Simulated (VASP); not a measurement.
Runs of VASP 6.6.1 on TiOs2. The structure is that of space group Fm-3m (No. 225), or close to it. The cells are those of the table. 

```csv
task,cell,k mesh,cutoff (eV),gap on the mesh (eV),pressure (GPa)
relaxation of cell and atoms,"relaxed from a = 3.848 Å, angles 60.0°, 3 atoms",6 × 6 × 6,600,none,0.1
single point,"a = 3.848 Å, angles 60.0°, 3 atoms",6 × 6 × 6,520,none,(a)
single point,"a = 4.161 Å, angles 60.0°, 3 atoms",14 × 14 × 14,520,none,-0.2
relaxation of cell and atoms,"relaxed from a = 4.160 Å, angles 60.0°, 3 atoms",14 × 14 × 14,600,none,0.0
single point,"a = 4.160 Å, angles 60.0°, 3 atoms",6 × 6 × 6,520,none,-0.1
```

Alike in all rows: level PBE; potentials or basis VASP PAW PBE potentials, release 64 (Ti_sv, Os); no spin polarisation; smearing gaussian 0.1 eV.

Problem. Estimate the missing entries.

Solution. (a) 79.3.

Caveats: spin-orbit coupling is left out, which moves the levels of the heavy elements; the relaxation stopped at its first step, so nothing moved (some runs).

A k mesh can miss the band edges, and the runs leave out spin-orbit coupling on Os.

A gap of «none» marks levels without a gap at the run's occupations.
